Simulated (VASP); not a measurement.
Set up this calculation in VASP 6.6.1, as the native input.

```
Task                   : single point
Functional             : PBE
Dispersion             : D3(BJ)
Potentials or basis    : VASP PAW PBE potentials, release 64 (Al)
Cutoff                 : 520 eV
k mesh                 : 2 × 2 × 2, shifted
Occupations            : fermi-dirac, width 0.05 eV
Spin                   : no spin polarisation
Dipole correction      : no
Further INCAR settings : LREAL = Auto; ALGO = Normal; EDIFF = 1e-06; NBANDS = 38
```

The structure of Al lies in POSCAR:

```
Al
1.0
    4.0479600000      4.0479600000     -4.0479600000
   -4.0479600000     -4.0479600000     -4.0479600000
   -4.0479600000      4.0479600000      4.0479600000
Al
16
Direct
    0.2793437929      0.7530049704     -0.0031011917
    0.5159963290      0.5108066779      0.0093692872
    0.7931558118      0.2519582703      0.0023975039
    0.7831812814      0.7574480726      0.5155315270
   -0.0024166494      0.7448768021      0.2442062175
    0.2908439066      0.4993149636      0.2625605243
    0.5244193371      0.2562104122      0.2617199775
    0.7811696509      0.0167962381      0.2453393808
    0.0100514827     -0.0029555628     -0.0089788437
    0.5165147383      0.7295684740      0.7586720225
    0.7583092471      0.5017385300      0.7269130624
    0.0173934525      0.5103947420      0.4896665234
    0.2900059536      0.2553209518      0.5340058943
    0.5142149379     -0.0209391891      0.4981876056
    0.0191590332      0.2546404856      0.7498679582
    0.2558236741     -0.0075503463      0.7545332711
```

This cell differs from its parent crystal: dynamics (nvt langevin) at 200 K, volume x 1.0, from the last frame before.

The input as run:

INCAR

```
SYSTEM = Al
PREC = Accurate ; ENCUT = 520
EDIFF = 1E-6 ; ISMEAR = -1
SIGMA = 0.05 ; LREAL = Auto
LASPH = .TRUE. ; NELM = 100
ALGO = Normal ; ISIF = 2
LWAVE = .FALSE. ; LCHARG = .FALSE.
GGA = PE ; IVDW = 12
NBANDS = 38
```

KPOINTS

```
Automatic mesh
0
Gamma
  2 2 2
  0.5 0.5 0.5
```

Potentials or basis: VASP PAW PBE potentials, release 64 (Al).

Run with:

```bash
$ cat potpaw_PBE.64/Al/POTCAR > POTCAR
$ mpirun -np 1 vasp_std > vasp.out
```

Results of the run:

```yaml
Pressure: -1.3 GPa
Largest_force: 0.814 eV/Å
Band_gap_on_the_k_mesh: zero (band 24 reaches 7.59 eV, above the bottom of band 25 at 7.29 eV)
Dispersion_energy_per_atom: -0.335 eV
```

Caveat: the k points lie up to 0.55 Å⁻¹ apart; pairwise dispersion overbinds metals, which lowers pressure and volume.

It took 35 s on 1 thread of Intel(R) Xeon(R) 6975P-C (Granite Rapids), on a shared host, peak memory 0.34 GiB.
